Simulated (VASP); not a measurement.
**SnO: single point with PBE**

The system is SnO.

```
Sn O
1.0
     3.75466    0.00000    0.00000
     0.00000    3.75466    0.00000
     0.00000    0.00000    4.71080
Sn O
2 2
Cartesian
  0.0000 1.8773 1.1573
  1.8773 0.0000 3.5535
  1.8773 1.8773 0.0000
  0.0000 0.0000 0.0000
```

This cell differs from its parent crystal: strain -1.0%.

```json
{"Program": "VASP 6.6.1", "Task": "single point", "Functional": "PBE", "Potentials or basis": "VASP PAW PBE potentials, release 64 (Sn_d, O)", "Cutoff": "600 eV", "k mesh": "6 × 6 × 6", "Occupations": "fermi-dirac, width 0.02 eV", "Spin": "no spin polarisation"}
```

```
Pressure               : 7.5 GPa
Largest force          : 0.580 eV/Å
Band gap on the k mesh : zero (band 20 reaches 8.00 eV, above the bottom of band 21 at 7.66 eV)
```

Forces in eV/Å, atoms in the order of the input:
```
Sn   0.000  0.000  0.580
Sn   0.000  0.000 -0.580
O    0.000  0.000  0.000
O    0.000  0.000  0.000
```

Stress tensor (GPa, compression positive):
```
8.26 0.00 0.00
0.00 8.26 0.00
0.00 0.00 6.00
```

Levels at points of the mesh, in eV from the Fermi level:
| k point | band 17 | band 18 | band 19 | band 20 | band 21 | band 22 | band 23 | band 24 |
| --- | --- | --- | --- | --- | --- | --- | --- | --- |
| (0.00, 0.00, 0.00) | -3.68 | -3.30 | -3.30 | 0.12 | 2.36 | 4.54 | 4.54 | 4.72 |
| (0.50, 0.00, 0.00) | -5.05 | -5.05 | -2.98 | -2.98 | 3.37 | 3.37 | 5.94 | 5.94 |
| (0.50, 0.50, 0.00) | -2.63 | -2.63 | -1.98 | -1.98 | -0.22 | -0.22 | 4.44 | 4.44 |
| (0.00, 0.00, 0.50) | -3.32 | -3.32 | -2.84 | -2.44 | 1.82 | 2.74 | 2.74 | 3.69 |
| (0.50, 0.00, 0.50) | -5.00 | -5.00 | -1.88 | -1.88 | 2.73 | 2.73 | 5.37 | 5.37 |
| (0.50, 0.50, 0.50) | -2.91 | -2.91 | -2.63 | -2.63 | 2.16 | 2.16 | 4.32 | 4.32 |

Run time: 2.4 min on 1 thread of Intel Xeon 8259CL, with other jobs on the host, peak memory 0.23 GiB.

Caveat: the cell differs from its parent crystal (strain -1.0%); spin-orbit coupling is left out, which moves the levels of the heavy elements.
